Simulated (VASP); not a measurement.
# AlRh (f.blda) (Pm-3m) in VASP: further runs

Runs on AlRh (f.blda). Level: LDA. Tasks: single point, relaxation of cell and atoms.

Program: VASP 6.6.1. These are calculated values, not measurements. Logs are shortened: lines on timing, memory, paths and dates and some standing lists are left out, and cuts for length are marked.

## (1) The cell of the first run

The structure is cubic, space group Pm-3m (No. 221). The conventional cell has a = 2.960 Å, b = 2.960 Å, c = 2.960 Å, α = 90.00°, β = 90.00°, γ = 90.00°. Rh (site symmetry m-3m) has 8 Al at 2.56 Å and 6 Rh at 2.96 Å within 3.4 Å. Within 3.4 Å of Al (site symmetry m-3m) lie 8 Rh at 2.56 Å and 6 Al at 2.96 Å.

## (2) Single point, LDA

Contents of INCAR:

```
ALGO     = Normal         # electronic algorithm
EDIFF    = 1E-6           # SCF threshold, eV
ENCUT    = 500            # plane-wave cutoff, eV
GGA_COMPAT= False        
ISIF     = 2              # what is computed and relaxed
ISMEAR   = 0              # smearing method
LASPH    = True           # aspherical terms in the spheres
LCHARG   = True           # write CHGCAR
LELF     = True           # ELF
LREAL    = False          # projectors in reciprocal space
LVHAR    = True         
LWAVE    = False          # write WAVECAR
NBANDS   = 16             # bands
NELM     = 120            # most SCF steps
PREC     = Accurate       # precision mode
SIGMA    = 0.1            # smearing width, eV
```

Contents of KPOINTS:

```
k-points
0
Gamma
  6 6 6
```

Contents of POSCAR:

```
AlRh
1.0
    2.9600000000      0.0000000000      0.0000000000
    0.0000000000      2.9600000000      0.0000000000
    0.0000000000      0.0000000000      2.9600000000
Rh Al
1 1
Direct
    0.0000000000      0.0000000000      0.0000000000
    0.5000000000      0.5000000000      0.5000000000
```

Potentials or basis: VASP PAW LDA potentials, release 64 (Rh_pv, Al).

The run is started by

```console
$ cat potpaw_LDA.64/Rh_pv/POTCAR potpaw_LDA.64/Al/POTCAR > POTCAR
$ mpirun -np 1 vasp_std > vasp.out
```

OUTCAR:

```text
EDIFF = 1E-6
   ENCUT = 500
   ISIF = 2
   ISMEAR = 0
   LASPH = True
   LREAL = False
   NELM = 120
   PREC = Accurate

 ion  position               nearest neighbor table
   1  0.000  0.000  0.000-   2 2.56   2 2.56   2 2.56   2 2.56   2 2.56   2 2.56   2 2.56   2 2.56

   2  0.500  0.500  0.500-   1 2.56   1 2.56   1 2.56   1 2.56   1 2.56   1 2.56   1 2.56   1 2.56

  LATTYP: Found a simple cubic cell.
 ALAT       =     2.9600000000

  Lattice vectors:

 A1 = (   2.9600000000,   0.0000000000,   0.0000000000)
 A2 = (   0.0000000000,   2.9600000000,   0.0000000000)
 A3 = (   0.0000000000,   0.0000000000,   2.9600000000)

Analysis of symmetry for initial positions (statically):
=====================================================================
 Subroutine PRICEL returns:
 Original cell was already a primitive cell.

 Routine SETGRP: Setting up the symmetry group for a
 simple cubic supercell.

 Subroutine GETGRP returns: Found 48 space group operations
 (whereof 48 operations were pure point group operations)
 out of a pool of 48 trial point group operations.

The static configuration has the point symmetry O_h .

Analysis of symmetry for dynamics (positions and initial velocities):
=====================================================================
 Subroutine PRICEL returns:
 Original cell was already a primitive cell.

 Routine SETGRP: Setting up the symmetry group for a
 simple cubic supercell.

 Subroutine GETGRP returns: Found 48 space group operations
 (whereof 48 operations were pure point group operations)
 out of a pool of 48 trial point group operations.

The dynamic configuration has the point symmetry O_h .

 Subroutine INISYM returns: Found 48 space group operations
 (whereof 48 operations are pure point group operations),
 and found     1 'primitive' translations

----------------------------------------------------------------------------------------

                                     Primitive cell

  volume of cell :      25.9343

  direct lattice vectors                    reciprocal lattice vectors
     2.960000000  0.000000000  0.000000000     0.337837838  0.000000000  0.000000000
     0.000000000  2.960000000  0.000000000     0.000000000  0.337837838  0.000000000
     0.000000000  0.000000000  2.960000000     0.000000000  0.000000000  0.337837838

  length of vectors
     2.960000000  2.960000000  2.960000000     0.337837838  0.337837838  0.337837838

  position of ions in fractional coordinates (direct lattice)
     0.000000000  0.000000000  0.000000000
     0.500000000  0.500000000  0.500000000

  ion indices of the primitive-cell ions
   primitive index   ion index
                 1           1
                 2           2

----------------------------------------------------------------------------------------

 KPOINTS: k-points

Automatic generation of k-mesh.
 Grid dimensions read from file:
 generate k-points for:    6    6    6

 Generating k-lattice:

  Cartesian coordinates                     Fractional coordinates (reciprocal lattice)
     0.056306306  0.000000000  0.000000000     0.166666667  0.000000000  0.000000000
     0.000000000  0.056306306  0.000000000     0.000000000  0.166666667  0.000000000
     0.000000000  0.000000000  0.056306306     0.000000000  0.000000000  0.166666667

  Length of vectors
     0.056306306  0.056306306  0.056306306

  Shift w.r.t. Gamma in fractional coordinates (k-lattice)
     0.000000000  0.000000000  0.000000000

 Subroutine IBZKPT returns following result:
 ===========================================

 Found     20 irreducible k-points:

 Following reciprocal coordinates:
            Coordinates               Weight
  0.000000  0.000000  0.000000      1.000000
  0.166667  0.000000  0.000000      6.000000
  0.333333  0.000000  0.000000      6.000000
  0.500000  0.000000  0.000000      3.000000
  0.166667  0.166667  0.000000     12.000000
  0.333333  0.166667  0.000000     24.000000
[... 12 lines left out ...]
  0.500000  0.500000  0.333333      6.000000
  0.500000  0.500000  0.500000      1.000000
   k-points           NKPTS =     20   k-points in BZ     NKDIM =     20   number of bands    NBANDS=     16
   number of dos      NEDOS =    301   number of ions     NIONS =      2
   total plane-waves  NPLWV =  13824
   dimension x,y,z NGX =    24 NGY =   24 NGZ =   24
   dimension x,y,z NGXF=    48 NGYF=   48 NGZF=   48
   ions per type =               1   1
   NGX,Y,Z   is equivalent  to a cutoff of  13.48, 13.48, 13.48 a.u.
   NGXF,Y,Z  is equivalent  to a cutoff of  26.96, 26.96, 26.96 a.u.
 SYSTEM =  unknown system
   PREC   = accura    normal or accurate (medium, high low for compatibility)
   ISTART =      0    job   : 0-new  1-cont  2-samecut
   ICHARG =      2    charge: 1-file 2-atom 10-const
   ISPIN  =      1    spin polarized calculation?
   LNONCOLLINEAR =      F non collinear calculations
   LSORBIT =      F    spin-orbit coupling
   LASPH  =      T    aspherical Exc in radial PAW
   ENCUT  =  500.0 eV  36.75 Ry    6.06 a.u.   5.40  5.40  5.40*2*pi/ulx,y,z
   NELM   =    120;   NELMIN=  2; NELMDL= -5     # of ELM steps
   EDIFF  = 0.1E-05   stopping-criterion for ELM
   LREAL  =      F    real-space projection
   EDIFFG = 0.1E-04   stopping-criterion for IOM
   NSW    =      0    number of steps for IOM
   IBRION =     -1    ionic relax: 0-MD 1-quasi-New 2-CG
   NFREE  =      0    steps in history (QN), initial steepest desc. (CG)
   ISIF   =      2    stress and relaxation
   ISYM   =      2    0-nonsym 1-usesym 2-fastsym
   POTIM  = 0.5000    time-step for ionic-motion
   TEBEG  =    0.0;   TEEND  =   0.0 temperature during run
   PSTRESS=    0.0 pullay stress
   NELECT =      18.0000    total number of electrons
   NUPDOWN=      -1.0000    fix difference up-down
   EMIN   =  10.00;   EMAX   =-10.00  energy-range for DOS
   EFERMI =   0.00;   METHOD = LEGACY
   ISMEAR =     0;   SIGMA  =   0.10  broadening in eV -4-tet -1-fermi 0-gaus
   EFERMI_NEDOS =   21; number of points for ismear=-14 and -15
   IALGO  =     38    algorithm
   IMIX   =      4    mixing-type and parameters
     AMIX     =   0.40;   BMIX     =  1.00
     AMIX_MAG =   1.60;   BMIX_MAG =  1.00
  volume/ion in A,a.u.               =      12.97        87.51
  Fermi-wavevector in a.u.,A,eV,Ry     =   1.449464  2.739089 28.585085  2.100944
  Thomas-Fermi vector in A             =   2.567187
   LORBIT       =      0    0 simple, 1 ext, 2 COOP (PROOUT), +10 PAW based schemes
   GGA     = CA    functional components
   LHFCALC =     F    Hartree Fock is set to
   AEXX    =    0.0000 exact exchange contribution
   IVDW    =     0    specifies the selected vdW correction
   LEPSILON=     F    determine dielectric tensor
   LRPA    =     F    only Hartree local field effects (RPA)
 non-spin polarized calculation
 Gauss-broadening in eV      SIGMA  =   0.10
  energy-cutoff  :      500.00
  volume of cell :       25.93
 maximum number of plane-waves:       691
 NGX is ok and might be reduce to    24
   NGX = 11   NGY = 11   NGZ = 11

 number of electron      18.0000001 magnetization

 Free energy of the ion-electron system (eV)
  ---------------------------------------------------
  ext. energy  EPLUGINS =         0.00000000
  ---------------------------------------------------
  free energy    TOTEN  =       -15.10031200 eV

  energy without entropy =      -15.09826977  energy(sigma->0) =      -15.09929088

 E-fermi :  11.7783     XC(G=0): -12.9780

 val. band max:       11.7104954585   @ k =   0.5000   0.3333   0.0000
 cond. band min:      11.9899699807   @ k =   0.5000   0.1667   0.0000
 fundamental gap:      0.2794745222
 Fermi energy:        11.7782543921

 k-point     1 :       0.0000    0.0000    0.0000
  band No.  band energies     occupation
      1     -34.8281      2.00000
      2     -34.8281      2.00000
      3     -34.8281      2.00000
      4       0.7518      2.00000
      5       6.6123      2.00000
      6       6.6123      2.00000
[... 8 lines left out ...]
     15      25.7059      0.00000
     16      31.1301      0.00000

 k-point     2 :       0.1667    0.0000    0.0000
  band No.  band energies     occupation
      1     -34.8690      2.00000
      2     -34.8247      2.00000
      3     -34.8247      2.00000
      4       1.2792      2.00000
      5       6.7620      2.00000
      6       6.7732      2.00000
[... 8 lines left out ...]
     15      27.5016      0.00000
     16      28.8406      0.00000

 k-point     3 :       0.3333    0.0000    0.0000
  band No.  band energies     occupation
      1     -34.9502      2.00000
      2     -34.8180      2.00000
      3     -34.8180      2.00000
      4       2.7389      2.00000
      5       6.4846      2.00000
      6       7.1251      2.00000
[... 8 lines left out ...]
     15      25.6110      0.00000
     16      25.6110      0.00000

 k-point     4 :       0.5000    0.0000    0.0000
  band No.  band energies     occupation
      1     -34.9904      2.00000
      2     -34.8146      2.00000
      3     -34.8146      2.00000
      4       4.5505      2.00000
      5       5.0186      2.00000
      6       7.3197      2.00000
[... 8 lines left out ...]
     15      23.2508      0.00000
     16      24.2650      0.00000
[... 248 lines left out ...]
 k-point    18 :       0.5000    0.3333    0.3333
  band No.  band energies     occupation
      1     -34.9626      2.00000
      2     -34.9207      2.00000
      3     -34.9193      2.00000
      4       5.2294      2.00000
      5       6.2494      2.00000
      6       6.3701      2.00000
[... 8 lines left out ...]
     15      21.5819      0.00000
     16      26.2202      0.00000

 k-point    19 :       0.5000    0.5000    0.3333
  band No.  band energies     occupation
      1     -34.9582      2.00000
      2     -34.9582      2.00000
      3     -34.9159      2.00000
      4       5.3122      2.00000
      5       6.1060      2.00000
      6       6.1060      2.00000
[... 8 lines left out ...]
     15      20.2167      0.00000
     16      23.9611      0.00000

 k-point    20 :       0.5000    0.5000    0.5000
  band No.  band energies     occupation
      1     -34.9539      2.00000
      2     -34.9539      2.00000
      3     -34.9539      2.00000
      4       5.7042      2.00000
      5       5.7042      2.00000
      6       5.7042      2.00000
[... 8 lines left out ...]
     15      18.6062      0.00000
     16      21.9600      0.00000

------------------------ aborting loop because EDIFF is reached ----------------------------------------

  FORCE on cell =-STRESS in cart. coord.  units (eV):
  Direction    XX          YY          ZZ          XY          YZ          ZX
  --------------------------------------------------------------------------------------
  -------------------------------------------------------------------------------------
  Total       -0.2733278     -0.2733278     -0.2733278     -0.0000000     -0.0000000      0.0000000
  in kB      -16.8857059    -16.8857059    -16.8857059     -0.0000000     -0.0000000      0.0000000
  external PRESSURE =     -16.8857059 kB  Pullay stress =       0.0000000 kB

 VOLUME and BASIS-vectors are now :
 -----------------------------------------------------------------------------
  energy-cutoff  :      500.00
  volume of cell :       25.93
      direct lattice vectors                 reciprocal lattice vectors
     2.960000000  0.000000000  0.000000000     0.337837838  0.000000000  0.000000000
     0.000000000  2.960000000  0.000000000     0.000000000  0.337837838  0.000000000
     0.000000000  0.000000000  2.960000000     0.000000000  0.000000000  0.337837838

 POSITION                                       TOTAL-FORCE (eV/Angst)
 -----------------------------------------------------------------------------------
      0.00000      0.00000      0.00000         0.000000      0.000000      0.000000
      1.48000      1.48000      1.48000         0.000000      0.000000      0.000000
 -----------------------------------------------------------------------------------
    total drift:                                0.000000      0.000000      0.000000

  FREE ENERGIE OF THE ION-ELECTRON SYSTEM (eV)
  ---------------------------------------------------
  free  energy   TOTEN  =       -15.1003119981 eV

  energy  without entropy=      -15.0982697687  energy(sigma->0) =      -15.09929088
```

Run time: 9.4 s. Hardware: 1 thread of AMD EPYC 7R43 (Zen 3), shared host; peak memory 0.09 GiB.

Results:

| Property | Result |
| --- | --- |
| Free energy | -15.1003 eV |
| Pressure | -1.7 GPa |
| Band gap on the k mesh | zero (band 9 reaches 13.47 eV, above the bottom of band 10 at 11.18 eV) |

Levels at points of the mesh, in eV from the Fermi level:
```
           k point  band 5  band 6  band 7  band 8  band 9  band 10  band 11  band 12  band 13  band 14
(0.00, 0.00, 0.00)   -5.17   -5.17   -1.79   -1.79   -1.79     5.00     5.00     5.00     9.66     9.66
(0.50, 0.00, 0.00)   -6.76   -4.46   -3.34   -3.34   -1.57     0.26     6.62     9.94     9.94    11.47
(0.50, 0.50, 0.00)   -4.68   -2.97   -2.97   -2.62   -2.62    -0.59     3.47     4.48     9.79    13.70
(0.50, 0.50, 0.50)   -6.07   -6.07   -0.51   -0.51    1.70     2.80     2.80     2.80     6.83     6.83
```

## (3) Single point, LDA

This run uses another cell than the first one, of 12.82 Å³/atom, 0.988 times its volume.

Contents of INCAR:

```
  PREC = Accurate
  ENCUT = 500
  EDIFF = 1E-6
  ISMEAR = 0
  SIGMA = 0.1
  LREAL = False
  LASPH = True
  NELM = 120
  ALGO = Normal
  ISIF = 2
  LWAVE = False
  LCHARG = False
  NBANDS = 16
  GGA_COMPAT = False
```

Contents of KPOINTS:

```
Automatic mesh
0
Gamma
  14 14 14
```

Contents of POSCAR:

```
AlRh
1.0
    2.9483805281      0.0000000000      0.0000000000
    0.0000000000      2.9483805281      0.0000000000
    0.0000000000      0.0000000000      2.9483805281
Rh Al
1 1
Direct
    0.0000000000      0.0000000000      0.0000000000
    0.5000000000      0.5000000000      0.5000000000
```

Potentials or basis: VASP PAW LDA potentials, release 64 (Rh_pv, Al).

The run is started by

```console
$ cat potpaw_LDA.64/Rh_pv/POTCAR potpaw_LDA.64/Al/POTCAR > POTCAR
$ mpirun -np 1 vasp_std > vasp.out
```

OUTCAR:

```text
PREC = Accurate
   ENCUT = 500
   EDIFF = 1E-6
   ISMEAR = 0
   LREAL = False
   LASPH = True
   NELM = 120
   ISIF = 2

 ion  position               nearest neighbor table
   1  0.000  0.000  0.000-   2 2.55   2 2.55   2 2.55   2 2.55   2 2.55   2 2.55   2 2.55   2 2.55

   2  0.500  0.500  0.500-   1 2.55   1 2.55   1 2.55   1 2.55   1 2.55   1 2.55   1 2.55   1 2.55

  LATTYP: Found a simple cubic cell.
 ALAT       =     2.9483805281

  Lattice vectors:

 A1 = (   2.9483805281,   0.0000000000,   0.0000000000)
 A2 = (   0.0000000000,   2.9483805281,   0.0000000000)
 A3 = (   0.0000000000,   0.0000000000,   2.9483805281)
[... 626 lines left out ...]
      5       6.5025      2.00000
      6       7.7213      2.00000
[... 8 lines left out ...]
     15      25.4088      0.00000
     16      27.4261      0.00000

 [... further k-points ...]
[... 5 lines left out ...]
  --------------------------------------------------------------------------------------
  -------------------------------------------------------------------------------------
  Total        0.1088686      0.1088686      0.1088686     -0.0000000      0.0000000     -0.0000000
  in kB        6.8055405      6.8055405      6.8055405     -0.0000000      0.0000000     -0.0000000
  external PRESSURE =       6.8055405 kB  Pullay stress =       0.0000000 kB

 VOLUME and BASIS-vectors are now :
 -----------------------------------------------------------------------------
  energy-cutoff  :      500.00
  volume of cell :       25.63
      direct lattice vectors                 reciprocal lattice vectors
     2.948380528  0.000000000  0.000000000     0.339169246  0.000000000  0.000000000
     0.000000000  2.948380528  0.000000000     0.000000000  0.339169246  0.000000000
     0.000000000  0.000000000  2.948380528     0.000000000  0.000000000  0.339169246

 POSITION                                       TOTAL-FORCE (eV/Angst)
 -----------------------------------------------------------------------------------
      0.00000      0.00000      0.00000         0.000000      0.000000      0.000000
      1.47419      1.47419      1.47419         0.000000      0.000000      0.000000
 -----------------------------------------------------------------------------------
    total drift:                                0.000000      0.000000      0.000000

  FREE ENERGIE OF THE ION-ELECTRON SYSTEM (eV)
  ---------------------------------------------------
  free  energy   TOTEN  =       -15.1051172561 eV

  energy  without entropy=      -15.1038726906  energy(sigma->0) =      -15.10449497
```

stdout:

```text
POSCAR found type information on POSCAR RhAl
 POSCAR found :  2 types and       2 ions
 scaLAPACK will be used
 LDA part: xc-table for (Slater(with rela. corr.)+CA(PZ))
 , standard interpolation
 POSCAR, INCAR and KPOINTS ok, starting setup
 FFT: planning ... GRIDC
 FFT: planning ... GRID_SOFT
 FFT: planning ... GRID
 WAVECAR not read
 entering main loop
```

Run time: 43 s. Hardware: 1 thread of AMD EPYC 7R43 (Zen 3), shared host; peak memory 0.13 GiB.

Results:

| Quantity | Value |
| --- | --- |
| Free energy | -15.1051 eV |
| Pressure | 0.7 GPa |
| Band gap on the k mesh | zero (band 9 reaches 13.95 eV, above the bottom of band 10 at 11.36 eV) |

Levels at points of the mesh, in eV from the Fermi level:
```csv
k point,band 5,band 6,band 7,band 8,band 9,band 10,band 11,band 12,band 13,band 14
"(0.00, 0.00, 0.00)",-5.23,-5.23,-1.79,-1.79,-1.79,5.07,5.07,5.07,9.75,9.75
"(0.50, 0.00, 0.00)",-6.77,-4.51,-3.36,-3.36,-1.56,0.29,6.64,10.02,10.02,11.64
"(0.50, 0.50, 0.00)",-4.72,-3.00,-3.00,-2.62,-2.62,-0.57,3.55,4.60,9.90,13.80
"(0.50, 0.50, 0.50)",-6.13,-6.13,-0.49,-0.49,1.79,2.84,2.84,2.84,6.94,6.94
```

(Continued in part 2 of 2.)
